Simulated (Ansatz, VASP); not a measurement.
# Two plane-wave programs on BaTiCl3

File POSCAR:

```
BaTiCl3
1.0
    3.4762283700      6.0210003700      0.0000000000
   -3.4762283700      6.0210003700      0.0000000000
    0.0000000000      0.0000000000      5.8526259000
Cl Ti Ba
6 2 2
Direct
    0.2964000000      0.8518000000      0.5000000000
    0.8518000000      0.8518000000      0.5000000000
    0.8518000000      0.2964000000      0.5000000000
    0.7036000000      0.1482000000      0.0000000000
    0.1482000000      0.1482000000      0.0000000000
    0.1482000000      0.7036000000      0.0000000000
    0.0000000000      0.0000000000      0.2559400000
    0.0000000000      0.0000000000      0.7440600000
    0.3333000000      0.3334000000      0.5000000000
    0.6667000000      0.6666000000      0.0000000000
```

INCAR.step1

```
PREC = Accurate
ENCUT = 550
ISMEAR = -1
SIGMA = 0.1
LREAL = F
LASPH = T
NELM = 200
ISPIN = 2
MAGMOM = 0 0 0 0 0 0 1 1 0 0
LMAXMIX = 4
NBANDS = 58
GGA = PE
ALGO = Normal
EDIFF = 1E-5
LWAVE = T
LCHARG = F
GGA_COMPAT = F
KPAR = 4
```

The input INCAR.step2:

```
PREC = Accurate
ENCUT = 550
EDIFF = 1E-6
ISMEAR = -1
SIGMA = 0.1
LREAL = F
LASPH = T
NELM = 200
ALGO = Normal
ISIF = 2
LWAVE = F
LCHARG = T
ISPIN = 2
MAGMOM = 0 0 0 0 0 0 1 1 0 0
LORBIT = 11
LMAXMIX = 4
METAGGA = R2SCAN
LMIXTAU = T
LVHAR = T
NBANDS = 58
ISTART = 1
GGA_COMPAT = F
KPAR = 4
```

The input KPOINTS:

```
Automatic mesh
0
Gamma
  4 4 4
```

Input for Ansatz:

```yaml
crystal:
  lattice:
    - [3.47622837, 6.02100037, 0.0]
    - [-3.47622837, 6.02100037, 0.0]
    - [0.0, 0.0, 5.8526259]
  atoms:
    - { symbol: Cl, position: [0.2964, 0.8518, 0.5] }
    - { symbol: Cl, position: [0.8518, 0.8518, 0.5] }
    - { symbol: Cl, position: [0.8518, 0.2964, 0.5] }
    - { symbol: Ti, position: [0.0, 0.0, 0.25594], spin: 1.0 }
    - { symbol: Ti, position: [0.0, 0.0, 0.74406], spin: 1.0 }
    - { symbol: Ba, position: [0.3333, 0.3334, 0.5] }
    - { symbol: Ba, position: [0.6667, 0.6666, 0.0] }
    - { symbol: Cl, position: [0.7036, 0.1482, 0.0] }
    - { symbol: Cl, position: [0.1482, 0.1482, 0.0] }
    - { symbol: Cl, position: [0.1482, 0.7036, 0.0] }
kpoints:
  mp_grid: { grid: [4, 4, 4], shift: [0, 0, 0] }
magnetization:
  spin_polarized: true
scf:
  occupations: { method: fermi_dirac }
  lower_state_search: "off"
  max_iter: 200
hamiltonian:
  pseudopotentials: { kind: paw }
  xc: r2scan
basis:
  ecutwfc: 500
  fft_grid_basis: typed
output:
  forces: true
  stress: true
  eigenvalues: true
  populations: true
  elf: true
  write_potential: true
  volumetric_format: npy
  dos:
    e_range: [-12, 8]
    de: 0.05
    projected: { site_lists: { Ba: [Ba], Cl: [Cl], Ti: [Ti] } }
  write_density: true
checkpoint:
  read: saved_state
```

Alike in both runs: task single point; functional r2SCAN; k mesh 4 × 4 × 4; collinear spin.

|  | VASP | Ansatz |
| --- | --- | --- |
| version | VASP 6.6.1 | Ansatz 0.2.0 |
| potentials or method | VASP PAW PBE potentials, release 64 (Cl, Ti_sv, Ba_sv), cutoff 550 eV | PAW plane waves |
| occupations | fermi-dirac, width 0.1 eV | fermi-dirac |
| valence electrons in the cell | 86 | 86 |

Ansatz gave:

```
pressure (GPa)                                                : 8.3
rms of the force components (eV/Å)                            : 1.546
net moment per atom (μB)                                      : 0.41
size of the moment on the site where the two differ most (μB) : 1.15
```

**Question.** What did VASP give for the same quantities?

**Answer.** Pressure (GPa): 8.7; rms of the force components (eV/Å): 1.563; net moment per atom (μB): 0.41; size of the moment on the site where the two differ most (μB): 1.36.

VASP's potentials were made for PBE, not for r2SCAN. Site moments also hang on the region over which each program counts them. Ansatz's warnings: stability check not made, structure snapped to symmetry.

Spin-orbit coupling is off throughout.
